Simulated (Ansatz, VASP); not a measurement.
**Au: VASP beside Ansatz**

```
Au
1.0
     0.00000    2.04000    2.04000
     2.04000    0.00000    2.04000
     2.04000    2.04000    0.00000
Au
1
Direct
  0.00000 0.00000 0.00000
```

Alike in both runs: task relaxation of cell and atoms; functional r2SCAN; k mesh 34 × 34 × 34; occupations gaussian, width 0.1 eV; no spin polarisation.

|  | VASP | Ansatz |
| --- | --- | --- |
| version | VASP 6.6.1 | Ansatz 0.2.0 |
| potentials or method | VASP PAW PBE potentials, release 64 (Au) | scalar-relativistic, plane waves, PAW |
| plane-wave cutoff (eV) | 600 | 500 |
| valence electrons in the cell | 11 | 19 |

Ansatz gave:

| Item | Value |
| --- | --- |
| gap on the k mesh at the Fermi level, each at its own relaxed structure (eV) | none |
| relaxed volume (Å³/atom) | 17.53 |
| relaxed length of the cell vector where the two differ most in proportion (Å) | 2.916 |

What did VASP give for the same quantities?

gap on the k mesh at the Fermi level, each at its own relaxed structure (eV): none; relaxed volume (Å³/atom): 17.58; relaxed length of the cell vector where the two differ most in proportion (Å): 2.918.

VASP's potentials were made for PBE, not for r2SCAN. A gap of «none» marks a metal or a gap that the smearing closes. VASP's potentials hold 11 valence electrons a cell and Ansatz's 19, so a difference there can come from the potentials and not from the codes.

Neither program's run includes spin-orbit coupling.
